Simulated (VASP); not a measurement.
# NbTe (CsCl type) (Pm-3m) in VASP: notebook, part 2 of 2

VASP 6.6.1.

## Step 3: Density of states, PBEsol (volume scaled by 0.45)

Input file POSCAR:

```
NbTe
1.0
    2.5938441046      0.0000000000      0.0000000000
    0.0000000000      2.5938441046      0.0000000000
    0.0000000000      0.0000000000      2.5938441046
Nb Te
1 1
Direct
    0.0000000000      0.0000000000      0.0000000000
    0.5000000000      0.5000000000      0.5000000000
```

Input file INCAR.step1:

```
PREC = Accurate
ENCUT = 520
EDIFF = 1E-6
ISMEAR = -1
SIGMA = 0.1
LREAL = F
LASPH = T
NELM = 60
ALGO = Normal
ISIF = 2
LWAVE = F
LCHARG = T
LMAXMIX = 4
GGA = PS
NBANDS = 16
```

Input file KPOINTS.step1:

```
Automatic mesh
0
Gamma
  12 12 12
```

Input file INCAR.step2:

```
PREC = Accurate
ENCUT = 520
EDIFF = 1E-6
ISMEAR = -5
SIGMA = 0.1
LREAL = F
LASPH = T
NELM = 60
ALGO = Normal
ISIF = 2
LWAVE = F
LCHARG = F
LMAXMIX = 4
GGA = PS
LORBIT = 11
NEDOS = 1001
ICHARG = 11
```

Input file KPOINTS.step2:

```
Automatic mesh
0
Gamma
  18 18 18
```

Potentials or basis: VASP PAW PBE potentials, release 64 (Nb_sv, Te).

Launch:

```console
$ cat potpaw_PBE.64/Nb_sv/POTCAR potpaw_PBE.64/Te/POTCAR > POTCAR
$ cp INCAR.step1 INCAR
$ cp KPOINTS.step1 KPOINTS
$ mpirun -np 1 vasp_std > vasp.out
$ cp INCAR.step2 INCAR
$ cp KPOINTS.step2 KPOINTS
$ mpirun -np 1 vasp_std > vasp.out
```

OUTCAR:

```text
PREC = Accurate
   ENCUT = 520
   EDIFF = 1E-6
   ISMEAR = -5
   LREAL = F
   LASPH = T
   NELM = 60
   ISIF = 2
   GGA = PS
   LORBIT = 11
   ICHARG = 11

 ion  position               nearest neighbor table
   1  0.000  0.000  0.000-   2 2.25   2 2.25   2 2.25   2 2.25   2 2.25   2 2.25   2 2.25   2 2.25

   2  0.500  0.500  0.500-   1 2.25   1 2.25   1 2.25   1 2.25   1 2.25   1 2.25   1 2.25   1 2.25

  LATTYP: Found a simple cubic cell.
 ALAT       =     2.5938441046

  Lattice vectors:

 A1 = (   2.5938441046,   0.0000000000,   0.0000000000)
 A2 = (   0.0000000000,   2.5938441046,   0.0000000000)
 A3 = (   0.0000000000,   0.0000000000,   2.5938441046)

Analysis of symmetry for initial positions (statically):
=====================================================================
 Subroutine PRICEL returns:
 Original cell was already a primitive cell.

 Routine SETGRP: Setting up the symmetry group for a
 simple cubic supercell.

 Subroutine GETGRP returns: Found 48 space group operations
 (whereof 48 operations were pure point group operations)
 out of a pool of 48 trial point group operations.

The static configuration has the point symmetry O_h .

Analysis of symmetry for dynamics (positions and initial velocities):
=====================================================================
 Subroutine PRICEL returns:
 Original cell was already a primitive cell.

 Routine SETGRP: Setting up the symmetry group for a
 simple cubic supercell.

 Subroutine GETGRP returns: Found 48 space group operations
 (whereof 48 operations were pure point group operations)
 out of a pool of 48 trial point group operations.

The dynamic configuration has the point symmetry O_h .

 Subroutine INISYM returns: Found 48 space group operations
 (whereof 48 operations are pure point group operations),
 and found     1 'primitive' translations

----------------------------------------------------------------------------------------

                                     Primitive cell

  volume of cell :      17.4515

  direct lattice vectors                    reciprocal lattice vectors
     2.593844105  0.000000000  0.000000000     0.385528181  0.000000000  0.000000000
     0.000000000  2.593844105  0.000000000     0.000000000  0.385528181  0.000000000
     0.000000000  0.000000000  2.593844105     0.000000000  0.000000000  0.385528181

  length of vectors
     2.593844105  2.593844105  2.593844105     0.385528181  0.385528181  0.385528181

  position of ions in fractional coordinates (direct lattice)
     0.000000000  0.000000000  0.000000000
     0.500000000  0.500000000  0.500000000

  ion indices of the primitive-cell ions
   primitive index   ion index
                 1           1
                 2           2

----------------------------------------------------------------------------------------

 KPOINTS: Automatic mesh

Automatic generation of k-mesh.
 Grid dimensions read from file:
 generate k-points for:   18   18   18

 Generating k-lattice:
[... 43 lines left out ...]
  0.277778  0.111111  0.000000     24.000000
  0.333333  0.111111  0.000000     24.000000
 [... further k-points ...]
   k-points           NKPTS =    220   k-points in BZ     NKDIM =    220   number of bands    NBANDS=     13
   number of dos      NEDOS =   1001   number of ions     NIONS =      2
   total plane-waves  NPLWV =   8000
   dimension x,y,z NGX =    20 NGY =   20 NGZ =   20
   dimension x,y,z NGXF=    40 NGYF=   40 NGZF=   40
   ions per type =               1   1
   NGX,Y,Z   is equivalent  to a cutoff of  12.82, 12.82, 12.82 a.u.
   NGXF,Y,Z  is equivalent  to a cutoff of  25.64, 25.64, 25.64 a.u.
 SYSTEM =  unknown system
   PREC   = accura    normal or accurate (medium, high low for compatibility)
   ISTART =      0    job   : 0-new  1-cont  2-samecut
   ICHARG =     11    charge: 1-file 2-atom 10-const
   ISPIN  =      1    spin polarized calculation?
   LNONCOLLINEAR =      F non collinear calculations
   LSORBIT =      F    spin-orbit coupling
   LASPH  =      T    aspherical Exc in radial PAW
   ENCUT  =  520.0 eV  38.22 Ry    6.18 a.u.   4.82  4.82  4.82*2*pi/ulx,y,z
   NELM   =     60;   NELMIN=  2; NELMDL=  0     # of ELM steps
   EDIFF  = 0.1E-05   stopping-criterion for ELM
   LREAL  =      F    real-space projection
   EDIFFG = 0.1E-04   stopping-criterion for IOM
   NSW    =      0    number of steps for IOM
   IBRION =     -1    ionic relax: 0-MD 1-quasi-New 2-CG
   NFREE  =      0    steps in history (QN), initial steepest desc. (CG)
   ISIF   =      2    stress and relaxation
   ISYM   =      2    0-nonsym 1-usesym 2-fastsym
   POTIM  = 0.5000    time-step for ionic-motion
   TEBEG  =    0.0;   TEEND  =   0.0 temperature during run
   PSTRESS=    0.0 pullay stress
   NELECT =      19.0000    total number of electrons
   NUPDOWN=      -1.0000    fix difference up-down
   EMIN   =  10.00;   EMAX   =-10.00  energy-range for DOS
   EFERMI =   0.00;   METHOD = LEGACY
   ISMEAR =    -5;   SIGMA  =   0.10  broadening in eV -4-tet -1-fermi 0-gaus
   EFERMI_NEDOS =   21; number of points for ismear=-14 and -15
   IALGO  =     38    algorithm
   IMIX   =      4    mixing-type and parameters
     AMIX     =   0.40;   BMIX     =  1.00
     AMIX_MAG =   1.60;   BMIX_MAG =  1.00
  volume/ion in A,a.u.               =       8.73        58.88
  Fermi-wavevector in a.u.,A,eV,Ry     =   1.684155  3.182592 38.591284  2.836379
  Thomas-Fermi vector in A             =   2.767228
   LORBIT       =     11    0 simple, 1 ext, 2 COOP (PROOUT), +10 PAW based schemes
   GGA     = PS    functional components
   LHFCALC =     F    Hartree Fock is set to
   AEXX    =    0.0000 exact exchange contribution
   IVDW    =     0    specifies the selected vdW correction
   LEPSILON=     F    determine dielectric tensor
   LRPA    =     F    only Hartree local field effects (RPA)
 non-spin polarized calculation
 Fermi weights with tetrahedron method with Bloechl corrections
  energy-cutoff  :      520.00
  volume of cell :       17.45
 maximum number of plane-waves:       487
 NGX is ok and might be reduce to    20

 number of electron      19.0000000 magnetization

 Free energy of the ion-electron system (eV)
  ---------------------------------------------------
  ext. energy  EPLUGINS =         0.00000000
  ---------------------------------------------------
  free energy    TOTEN  =         7.36932739 eV

  energy without entropy =        7.36932739  energy(sigma->0) =        7.36932739

 E-fermi :  29.9519     XC(G=0): -16.4623

 val. band max:       30.1375165214   @ k =   0.5000   0.5000   0.1111
 cond. band min:      29.9029199578   @ k =   0.4444   0.2778   0.2778
 fundamental gap:     -0.2345965636
 Fermi energy:        29.9519238953

 k-point     1 :       0.0000    0.0000    0.0000
  band No.  band energies     occupation
      1     -25.3452      2.00000
      2      -0.9393      2.00000
      3      -0.9393      2.00000
      4      -0.9393      2.00000
      5       9.4664      2.00000
      6      21.7976      2.00000
      7      21.7976      2.00000
      8      31.8813     -0.33238
      9      31.8813      0.00000
     10      31.8813      0.00000
     11      32.4790      0.00000
     12      32.4790      0.00000
     13      32.4790      0.00000
[... 354 lines left out ...]
  band No.  band energies     occupation
      1     -24.8820      2.00000
      2      -3.7866      2.00000
      3      -0.9221      2.00000
      4      -0.4130      2.00000
      5      13.8008      2.00000
      6      20.1687      2.00000
      7      22.5985      2.00000
      8      24.6842      2.00000
      9      25.1246      2.00000
     10      31.2092     -0.00811
     11      32.7122      0.00000
     12      35.3135      0.00000
     13      38.1461      0.00000

 [... further k-points ...]
[... 5 lines left out ...]
  --------------------------------------------------------------------------------------
  -------------------------------------------------------------------------------------
  Total       73.7629912     73.7629912     73.7629912      0.0000000      0.0000000     -0.0000000
  in kB     6772.0084340   6772.0084340   6772.0084340      0.0000000      0.0000000     -0.0000000
  external PRESSURE =    6772.0084340 kB  Pullay stress =       0.0000000 kB

 VOLUME and BASIS-vectors are now :
 -----------------------------------------------------------------------------
  energy-cutoff  :      520.00
  volume of cell :       17.45
      direct lattice vectors                 reciprocal lattice vectors
     2.593844105  0.000000000  0.000000000     0.385528181  0.000000000  0.000000000
     0.000000000  2.593844105  0.000000000     0.000000000  0.385528181  0.000000000
     0.000000000  0.000000000  2.593844105     0.000000000  0.000000000  0.385528181

 POSITION                                       TOTAL-FORCE (eV/Angst)
 -----------------------------------------------------------------------------------
      0.00000      0.00000      0.00000         0.000000      0.000000      0.000000
      1.29692      1.29692      1.29692         0.000000      0.000000      0.000000
 -----------------------------------------------------------------------------------
    total drift:                                0.000000      0.000000      0.000000

  FREE ENERGIE OF THE ION-ELECTRON SYSTEM (eV)
  ---------------------------------------------------
  free  energy   TOTEN  =         7.3693273890 eV

  energy  without entropy=        7.3693273890  energy(sigma->0) =        7.36932739

 total charge

# of ion       s       p       d       tot
------------------------------------------
    1        2.296   6.265   4.882  13.443
    2        1.497   2.815   0.668   4.980
--------------------------------------------------
tot          3.793   9.080   5.550  18.423
```

OUTCAR.step1:

```text
PREC = Accurate
   ENCUT = 520
   EDIFF = 1E-6
   ISMEAR = -1
   LREAL = F
[... 679 lines left out ...]
      0.00000      0.00000      0.00000         0.000000      0.000000      0.000000
      1.29692      1.29692      1.29692         0.000000      0.000000      0.000000
 -----------------------------------------------------------------------------------
    total drift:                               -0.000000      0.000000     -0.000000

  FREE ENERGIE OF THE ION-ELECTRON SYSTEM (eV)
  ---------------------------------------------------
  free  energy   TOTEN  =         7.3570762074 eV

  energy  without entropy=        7.3800217994  energy(sigma->0) =        7.36854900
```

Wall time 62 s (1 thread of AMD EPYC 7R43 (Zen 3), shared host); peak memory 0.14 GiB.

What came out:

```
Valence electrons inside the program's atomic spheres : Nb 13.44; Te 4.98
```

Levels at points of the mesh, in eV from the Fermi level:
| k point | band 6 | band 7 | band 8 | band 9 | band 10 | band 11 | band 12 | band 13 |
| --- | --- | --- | --- | --- | --- | --- | --- | --- |
| (0.00, 0.00, 0.00) | -8.15 | -8.15 | 1.93 | 1.93 | 1.93 | 2.53 | 2.53 | 2.53 |
| (0.50, 0.00, 0.00) | -12.94 | -7.60 | -6.19 | -6.19 | 1.86 | 3.41 | 6.70 | 11.99 |
| (0.50, 0.50, 0.00) | -6.67 | -6.67 | -5.61 | -1.61 | -1.61 | 4.80 | 6.79 | 9.55 |
| (0.50, 0.50, 0.50) | -14.06 | -14.06 | -8.63 | 7.45 | 7.45 | 7.59 | 7.59 | 7.59 |

Caveat: the PAW data sets were made with another functional, which shifts forces and pressure a little; spin-orbit coupling is left out, which moves the levels of the heavy elements; tetrahedron occupations give inexact forces and stress in metals.

## Step 4: Density of states, PBEsol (volume scaled by 0.45)

POSCAR is that of step 3.

Input file INCAR.step1:

```
SYSTEM = NbTe
  PREC = Accurate
  ENCUT = 520
  EDIFF = 1E-6
  ISMEAR = -1
  SIGMA = 0.1
  LREAL = .FALSE.
  LASPH = .TRUE.
  NELM = 80
  ALGO = Normal
  ISIF = 2
  LWAVE = .FALSE.
  LCHARG = .TRUE.
  LMAXMIX = 4
  GGA = PS
  NBANDS = 16
```

Input file KPOINTS.step1:

```
regular mesh
0
G
  12 12 12
  0 0 0
```

Input file INCAR.step2:

```
SYSTEM = NbTe
  PREC = Accurate
  ENCUT = 520
  EDIFF = 1E-6
  ISMEAR = -5
  SIGMA = 0.1
  LREAL = .FALSE.
  LASPH = .TRUE.
  NELM = 80
  ALGO = Normal
  ISIF = 2
  LWAVE = .FALSE.
  LCHARG = .FALSE.
  LMAXMIX = 4
  GGA = PS
  LORBIT = 11
  NEDOS = 2001
  ICHARG = 11
```

Input file KPOINTS.step2:

```
regular mesh
0
G
  18 18 18
  0 0 0
```

Launch:

```console
$ cat potpaw_PBE.64/Nb_sv/POTCAR potpaw_PBE.64/Te/POTCAR > POTCAR
$ cp INCAR.step1 INCAR
$ cp KPOINTS.step1 KPOINTS
$ mpirun -np 1 vasp_std > vasp.out
$ cp INCAR.step2 INCAR
$ cp KPOINTS.step2 KPOINTS
$ mpirun -np 1 vasp_std > vasp.out
```

Run time: 62 s. Hardware: 1 thread of AMD EPYC 7R43 (Zen 3), shared host; peak memory 0.14 GiB.

Results (log left out):

* Valence electrons inside the program's atomic spheres: Nb 13.44; Te 4.98

Levels at points of the mesh, in eV from the Fermi level:
```tsv
k point	band 7	band 8	band 9	band 10	band 11	band 12
(0.00, 0.00, 0.00)	-8.15	1.93	1.93	1.93	2.53	2.53
(0.50, 0.00, 0.00)	-7.60	-6.19	-6.19	1.86	3.41	6.70
(0.50, 0.50, 0.00)	-6.67	-5.61	-1.61	-1.61	4.80	6.79
(0.50, 0.50, 0.50)	-14.06	-8.63	7.45	7.45	7.59	7.59
```

Caveat: the PAW data sets were made with another functional, which shifts forces and pressure a little; spin-orbit coupling is left out, which moves the levels of the heavy elements; tetrahedron occupations give inexact forces and stress in metals.
